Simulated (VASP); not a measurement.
# Al (P6/mmm) in VASP: a series of runs

The runs below take Al through single point, with PBE.

All numbers are computed with VASP 6.6.1; they aren't measurements. Logs are shortened: lines on timing, memory, paths and dates and some standing lists are left out, and cuts for length are marked.

**1. The cell of the first run**

The structure is hexagonal, space group P6/mmm (No. 191). Conventional cell: a = 4.577 Å, b = 4.577 Å, c = 2.772 Å, α = 90.00°, β = 90.00°, γ = 120.00°. Al (site symmetry -6m2) has 5 Al at 2.64 to 2.77 Å within 3.5 Å.

**2. Single point, PBE**

File INCAR:

```
SYSTEM = Al
  PREC = Accurate
  ENCUT = 520
  EDIFF = 1E-6
  ISMEAR = -1
  SIGMA = 0.05
  LREAL = .FALSE.
  LASPH = .TRUE.
  NELM = 60
  ALGO = Normal
  ISIF = 2
  LWAVE = .FALSE.
  LCHARG = .FALSE.
  GGA = PE
  NBANDS = 10
```

File KPOINTS:

```
regular mesh
0
G
  7 7 10
  0 0 0
```

File POSCAR:

```
Al
1.0
    4.5768416722      0.0000000000      0.0000000000
   -2.2884258692      3.9636574487      0.0000000000
    0.0000000000      0.0000000000      2.7721684785
Al
2
Direct
    0.3333300000      0.6666700000      0.5000000000
    0.6666700000      0.3333300000      0.5000000000
```

Potentials or basis: VASP PAW PBE potentials, release 64 (Al).

On the command line:

```
$ cat potpaw_PBE.64/Al/POTCAR > POTCAR
$ mpirun -np 1 vasp_std > vasp.out
```

OUTCAR:

```text
SYSTEM = Al
   PREC = Accurate
   ENCUT = 520
   EDIFF = 1E-6
   ISMEAR = -1
   LREAL = .FALSE.
   LASPH = .TRUE.
   NELM = 60
   ISIF = 2
   GGA = PE

 ion  position               nearest neighbor table
   1  0.333  0.667  0.500-   2 2.64   2 2.64   2 2.64
   2  0.667  0.333  0.500-   1 2.64   1 2.64   1 2.64

  LATTYP: Found a hexagonal cell.
 ALAT       =     4.5768416722
 C/A-ratio  =     0.6056946421

  Lattice vectors:

 A1 = (   4.5768416722,   0.0000000000,   0.0000000000)
 A2 = (  -2.2884258692,   3.9636574487,   0.0000000000)
 A3 = (   0.0000000000,   0.0000000000,   2.7721684785)

Analysis of symmetry for initial positions (statically):
=====================================================================
 Subroutine PRICEL returns:
 Original cell was already a primitive cell.

 Routine SETGRP: Setting up the symmetry group for a
 hexagonal supercell.

 Subroutine GETGRP returns: Found  8 space group operations
 (whereof  8 operations were pure point group operations)
 out of a pool of 24 trial point group operations.

The static configuration has the point symmetry D_2h.

Analysis of symmetry for dynamics (positions and initial velocities):
=====================================================================
 Subroutine PRICEL returns:
 Original cell was already a primitive cell.

 Routine SETGRP: Setting up the symmetry group for a
 hexagonal supercell.

 Subroutine GETGRP returns: Found  8 space group operations
 (whereof  8 operations were pure point group operations)
 out of a pool of 24 trial point group operations.

The dynamic configuration has the point symmetry D_2h.

 Subroutine INISYM returns: Found  8 space group operations
 (whereof  8 operations are pure point group operations),
 and found     1 'primitive' translations

----------------------------------------------------------------------------------------

                                     Primitive cell

  volume of cell :      50.2900

  direct lattice vectors                    reciprocal lattice vectors
     4.576841672  0.000000000  0.000000000     0.218491281  0.126146395  0.000000000
    -2.288425869  3.963657449  0.000000000     0.000000000  0.252292236  0.000000000
     0.000000000  0.000000000  2.772168478     0.000000000  0.000000000  0.360728436

  length of vectors
     4.576841672  4.576840977  2.772168478     0.252292198  0.252292236  0.360728436

  position of ions in fractional coordinates (direct lattice)
     0.333330000  0.666670000  0.500000000
     0.666670000  0.333330000  0.500000000

  ion indices of the primitive-cell ions
   primitive index   ion index
                 1           1
                 2           2

----------------------------------------------------------------------------------------

 KPOINTS: regular mesh

Automatic generation of k-mesh.
 Grid dimensions read from file:
 generate k-points for:    7    7   10

 Generating k-lattice:

  Cartesian coordinates                     Fractional coordinates (reciprocal lattice)
     0.031213040  0.018020914  0.000000000     0.142857143 -0.000000000  0.000000000
     0.000000000  0.036041748  0.000000000     0.000000000  0.142857143  0.000000000
     0.000000000  0.000000000  0.036072844     0.000000000  0.000000000  0.100000000

  Length of vectors
     0.036041743  0.036041748  0.036072844

  Shift w.r.t. Gamma in fractional coordinates (k-lattice)
     0.000000000  0.000000000  0.000000000

 Subroutine IBZKPT returns following result:
 ===========================================

 Found     96 irreducible k-points:

 Following reciprocal coordinates:
            Coordinates               Weight
  0.000000  0.000000  0.000000      1.000000
  0.142857 -0.000000  0.000000      4.000000
 -0.142857  0.142857  0.000000      2.000000
  0.285714 -0.000000  0.000000      4.000000
 -0.285714  0.285714  0.000000      2.000000
  0.428571 -0.000000  0.000000      4.000000
[... 16 lines left out ...]
 -0.428571  0.428571  0.100000      4.000000
  0.142857  0.142857  0.100000      4.000000
 [... further k-points ...]
   k-points           NKPTS =     96   k-points in BZ     NKDIM =     96   number of bands    NBANDS=     10
   number of dos      NEDOS =    301   number of ions     NIONS =      2
   total plane-waves  NPLWV =  31104
   dimension x,y,z NGX =    36 NGY =   36 NGZ =   24
   dimension x,y,z NGXF=    72 NGYF=   72 NGZF=   48
   ions per type =               2
   NGX,Y,Z   is equivalent  to a cutoff of  13.08, 13.08, 14.39 a.u.
   NGXF,Y,Z  is equivalent  to a cutoff of  26.15, 26.15, 28.79 a.u.
 SYSTEM =  Al
   PREC   = accura    normal or accurate (medium, high low for compatibility)
   ISTART =      0    job   : 0-new  1-cont  2-samecut
   ICHARG =      2    charge: 1-file 2-atom 10-const
   ISPIN  =      1    spin polarized calculation?
   LNONCOLLINEAR =      F non collinear calculations
   LSORBIT =      F    spin-orbit coupling
   LASPH  =      T    aspherical Exc in radial PAW
   ENCUT  =  520.0 eV  38.22 Ry    6.18 a.u.   8.51  8.51  5.15*2*pi/ulx,y,z
   NELM   =     60;   NELMIN=  2; NELMDL= -5     # of ELM steps
   EDIFF  = 0.1E-05   stopping-criterion for ELM
   LREAL  =      F    real-space projection
   EDIFFG = 0.1E-04   stopping-criterion for IOM
   NSW    =      0    number of steps for IOM
   IBRION =     -1    ionic relax: 0-MD 1-quasi-New 2-CG
   NFREE  =      0    steps in history (QN), initial steepest desc. (CG)
   ISIF   =      2    stress and relaxation
   ISYM   =      2    0-nonsym 1-usesym 2-fastsym
   POTIM  = 0.5000    time-step for ionic-motion
   TEBEG  =    0.0;   TEEND  =   0.0 temperature during run
   PSTRESS=    0.0 pullay stress
   NELECT =       6.0000    total number of electrons
   NUPDOWN=      -1.0000    fix difference up-down
   EMIN   =  10.00;   EMAX   =-10.00  energy-range for DOS
   EFERMI =   0.00;   METHOD = LEGACY
   ISMEAR =    -1;   SIGMA  =   0.05  broadening in eV -4-tet -1-fermi 0-gaus
   EFERMI_NEDOS =   21; number of points for ismear=-14 and -15
   IALGO  =     38    algorithm
   IMIX   =      4    mixing-type and parameters
     AMIX     =   0.40;   BMIX     =  1.00
     AMIX_MAG =   1.60;   BMIX_MAG =  1.00
  volume/ion in A,a.u.               =      25.14       169.69
  Fermi-wavevector in a.u.,A,eV,Ry     =   0.805931  1.522989  8.837328  0.649525
  Thomas-Fermi vector in A             =   1.914269
   LORBIT       =      0    0 simple, 1 ext, 2 COOP (PROOUT), +10 PAW based schemes
   GGA     = PE    functional components
   LHFCALC =     F    Hartree Fock is set to
   AEXX    =    0.0000 exact exchange contribution
   IVDW    =     0    specifies the selected vdW correction
   LEPSILON=     F    determine dielectric tensor
   LRPA    =     F    only Hartree local field effects (RPA)
 non-spin polarized calculation
  energy-cutoff  :      520.00
  volume of cell :       50.29
 maximum number of plane-waves:      1378
 NGX is ok and might be reduce to    36
   NGX = 17   NGY = 17   NGZ = 11

 number of electron       6.0000000 magnetization

 Free energy of the ion-electron system (eV)
  ---------------------------------------------------
  ext. energy  EPLUGINS =         0.00000000
  ---------------------------------------------------
  free energy    TOTEN  =        -6.51417522 eV

  energy without entropy =       -6.50894579  energy(sigma->0) =       -6.51156051

 E-fermi :   3.7899     XC(G=0):  -8.4024

 val. band max:        3.7353041528   @ k =   0.2857  -0.0000   0.3000
 cond. band min:       3.8341934981   @ k =   0.4286   0.4286   0.4000
 fundamental gap:      0.0988893453
 Fermi energy:         3.7898825747

 k-point     1 :       0.0000    0.0000    0.0000
  band No.  band energies     occupation
      1      -4.8708      2.00000
      2       2.9707      2.00000
      3       2.9710      2.00000
      4       3.2006      1.99998
      5       6.0330      0.00000
      6       6.0333      0.00000
      7       9.2766      0.00000
      8      12.9447      0.00000
      9      13.6051      0.00000
     10      19.0785      0.00000

 k-point     2 :       0.1429   -0.0000    0.0000
  band No.  band energies     occupation
      1      -4.7017      2.00000
      2       1.2745      2.00000
      3       2.6851      2.00000
      4       4.4744      0.00000
      5       6.1201      0.00000
      6       6.6728      0.00000
      7      10.2495      0.00000
      8      13.0841      0.00000
      9      13.6443      0.00000
     10      17.9958      0.00000

 k-point     3 :      -0.1429    0.1429    0.0000
  band No.  band energies     occupation
      1      -4.7017      2.00000
      2       1.2746      2.00000
      3       2.6849      2.00000
      4       4.4743      0.00000
      5       6.1200      0.00000
      6       6.6729      0.00000
      7      10.2495      0.00000
      8      13.0841      0.00000
      9      13.6443      0.00000
     10      17.9960      0.00000

 k-point     4 :       0.2857   -0.0000    0.0000
  band No.  band energies     occupation
      1      -4.2100      2.00000
      2      -0.3932      2.00000
      3       2.2293      2.00000
      4       4.3088      0.00006
      5       7.7067      0.00000
      6       8.1871      0.00000
      7      12.2233      0.00000
      8      13.4872      0.00000
      9      13.5874      0.00000
     10      15.4467      0.00000
[... 222 lines left out ...]
 k-point    22 :       0.4286   -0.0000    0.1000
  band No.  band energies     occupation
      1      -3.3223      2.00000
      2      -1.5139      2.00000
      3       2.1273      2.00000
      4       4.1713      0.00097
      5       9.6548      0.00000
      6      10.3773      0.00000
      7      10.8167      0.00000
      8      12.8433      0.00000
      9      13.1597      0.00000
     10      13.7914      0.00000

 k-point    23 :      -0.4286    0.4286    0.1000
  band No.  band energies     occupation
      1      -3.3224      2.00000
      2      -1.5137      2.00000
      3       2.1273      2.00000
      4       4.1712      0.00097
      5       9.6548      0.00000
      6      10.3774      0.00000
      7      10.8168      0.00000
      8      12.8434      0.00000
      9      13.1595      0.00000
     10      13.7917      0.00000

 k-point    24 :       0.1429    0.1429    0.1000
  band No.  band energies     occupation
      1      -4.1799      2.00000
      2       0.2776      2.00000
      3       2.2111      2.00000
      4       5.4804      0.00000
      5       6.1708      0.00000
      6       8.4226      0.00000
      7      10.0979      0.00000
      8      12.4530      0.00000
      9      14.8948      0.00000
     10      15.3618      0.00000

 [... further k-points ...]
[... 5 lines left out ...]
  --------------------------------------------------------------------------------------
  -------------------------------------------------------------------------------------
  Total       -0.2204846     -0.2201366     -0.4125883      0.0003013      0.0000000      0.0000000
  in kB       -7.0243660     -7.0132809    -13.1445546      0.0095975      0.0000000      0.0000000
  external PRESSURE =      -9.0607338 kB  Pullay stress =       0.0000000 kB

 VOLUME and BASIS-vectors are now :
 -----------------------------------------------------------------------------
  energy-cutoff  :      520.00
  volume of cell :       50.29
      direct lattice vectors                 reciprocal lattice vectors
     4.576841672  0.000000000  0.000000000     0.218491281  0.126146395  0.000000000
    -2.288425869  3.963657449  0.000000000     0.000000000  0.252292236  0.000000000
     0.000000000  0.000000000  2.772168478     0.000000000  0.000000000  0.360728436

 POSITION                                       TOTAL-FORCE (eV/Angst)
 -----------------------------------------------------------------------------------
     -0.00003      2.64245      1.38608         0.000265     -0.000153      0.000000
      2.28844      1.32121      1.38608        -0.000265      0.000153     -0.000000
 -----------------------------------------------------------------------------------
    total drift:                               -0.000000      0.000000     -0.000000

  FREE ENERGIE OF THE ION-ELECTRON SYSTEM (eV)
  ---------------------------------------------------
  free  energy   TOTEN  =        -6.5141752194 eV

  energy  without entropy=       -6.5089457926  energy(sigma->0) =       -6.51156051
```

Run time: 31 s. Hardware: 1 thread of Intel Xeon Platinum 8259CL at 2.50GHz (Skylake/Cascade Lake), shared host; peak memory 0.19 GiB.

What came out:

```yaml
Free_energy: -6.5142 eV
Pressure: -0.9 GPa
Band_gap_on_the_k_mesh: zero (band 3 reaches 6.12 eV, above the bottom of band 4 at 2.86 eV)
```

**3. Single point, PBE**

This run uses another cell than the first one, of 25.64 Å³/atom, 1.020 times its volume.

File INCAR:

```
PREC     = Accurate       # precision mode
ENCUT    = 520            # plane-wave cutoff, eV
EDIFF    = 1E-6           # SCF threshold, eV
ISMEAR   = -1             # smearing method
SIGMA    = 0.05           # smearing width, eV
LREAL    = F              # projectors in reciprocal space
LASPH    = T              # aspherical terms in the spheres
NELM     = 80             # most SCF steps
ALGO     = Normal         # electronic algorithm
ISIF     = 2              # what is computed and relaxed
LWAVE    = F              # write WAVECAR
LCHARG   = F              # write CHGCAR
GGA      = PE             # functional
NBANDS   = 10             # bands
```

File KPOINTS:

```
Automatic mesh
0
Gamma
  7 7 10
```

File POSCAR:

```
Al
1.0
    4.6065622561      0.0000000000      0.0000000000
   -2.3032861939      3.9893962053      0.0000000000
    0.0000000000      0.0000000000      2.7901700770
Al
2
Direct
    0.3333300000      0.6666700000      0.5000000000
    0.6666700000      0.3333300000      0.5000000000
```

Potentials or basis: VASP PAW PBE potentials, release 64 (Al).

On the command line:

```
$ cat potpaw_PBE.64/Al/POTCAR > POTCAR
$ mpirun -np 1 vasp_std > vasp.out
```

It took 29 s on 1 thread of Intel Xeon Platinum 8259CL at 2.50GHz (Skylake/Cascade Lake), shared host; peak memory 0.19 GiB.

The run converged. Its results:

```yaml
Free_energy: -6.5062 eV
Pressure: -1.7 GPa
Band_gap_on_the_k_mesh: zero (band 3 reaches 5.94 eV, above the bottom of band 4 at 2.74 eV)
```

Stress tensor (GPa, compression positive):
```
-1.46  0.00  0.00
 0.00 -1.46  0.00
 0.00  0.00 -2.06
```

Levels at points of the mesh, in eV from the Fermi level:
| k point | band 1 | band 2 | band 3 | band 4 | band 5 | band 6 | band 7 | band 8 |
| --- | --- | --- | --- | --- | --- | --- | --- | --- |
| (0.00, 0.00, 0.00) | -8.57 | -0.80 | -0.80 | -0.65 | 2.25 | 2.25 | 5.47 | 9.01 |
| (0.00, 0.00, 0.50) | -4.42 | -3.38 | 2.28 | 2.28 | 2.60 | 5.39 | 5.39 | 5.57 |

**4. Single point, PBE**

This run uses another cell than the first one, of 26.13 Å³/atom, 1.039 times its volume.

File INCAR:

```
ALGO     = Fast           # electronic algorithm
EDIFF    = 1E-6           # SCF threshold, eV
ENCUT    = 520            # plane-wave cutoff, eV
GGA      = PE             # functional
ISIF     = 2              # what is computed and relaxed
ISMEAR   = -1             # smearing method
LASPH    = True           # aspherical terms in the spheres
LCHARG   = False          # write CHGCAR
LREAL    = False          # projectors in reciprocal space
LWAVE    = False          # write WAVECAR
NBANDS   = 10             # bands
NELM     = 80             # most SCF steps
PREC     = Accurate       # precision mode
SIGMA    = 0.05           # smearing width, eV
```

File KPOINTS:

```
k-points
0
Gamma
  7 7 10
```

File POSCAR:

```
Al
1.0
    4.6359042081      0.0000000000      0.0000000000
   -2.3179572021      4.0148070573      0.0000000000
    0.0000000000      0.0000000000      2.8079423401
Al
2
Direct
    0.3333300000      0.6666700000      0.5000000000
    0.6666700000      0.3333300000      0.5000000000
```

On the command line:

```
$ cat potpaw_PBE.64/Al/POTCAR > POTCAR
$ mpirun -np 1 vasp_std > vasp.out
```

Wall time 35 s (1 thread of Intel Xeon Platinum 8259CL at 2.50GHz (Skylake/Cascade Lake), shared host); peak memory 0.18 GiB.

Results (log left out):

* Free energy: -6.4939 eV
* Pressure: -2.3 GPa
* Band gap on the k mesh: zero (band 3 reaches 5.76 eV, above the bottom of band 4 at 2.64 eV)

Stress tensor (GPa, compression positive):
```
-2.11  0.00  0.00
 0.00 -2.11  0.00
 0.00  0.00 -2.78
```

Levels at points of the mesh, in eV from the Fermi level:
```tsv
k point	band 1	band 2	band 3	band 4	band 5	band 6	band 7	band 8
(0.00, 0.00, 0.00)	-8.47	-0.79	-0.79	-0.71	2.25	2.25	5.46	8.86
(0.00, 0.00, 0.50)	-4.41	-3.32	2.24	2.24	2.55	5.38	5.38	5.43
```

**5. Overview**

| cell | gap on the mesh (eV) | pressure (GPa) |
| --- | --- | --- |
| a = 4.577, b = 4.577, c = 2.772 Å, angles 90.0, 90.0, 120.0°, 2 atoms | none | -0.9 |
| a = 4.607, b = 4.607, c = 2.790 Å, angles 90.0, 90.0, 120.0°, 2 atoms | none | -1.7 |
| a = 4.636, b = 4.636, c = 2.808 Å, angles 90.0, 90.0, 120.0°, 2 atoms | none | -2.3 |

Alike in all rows: task single point; level PBE; potentials or basis VASP PAW PBE potentials, release 64 (Al); no spin polarisation; k mesh 7 × 7 × 10; cutoff (eV) 520; smearing fermi-dirac 0.05 eV.

Total energies depend on the potentials used, so only differences within one code and one set of settings carry meaning.
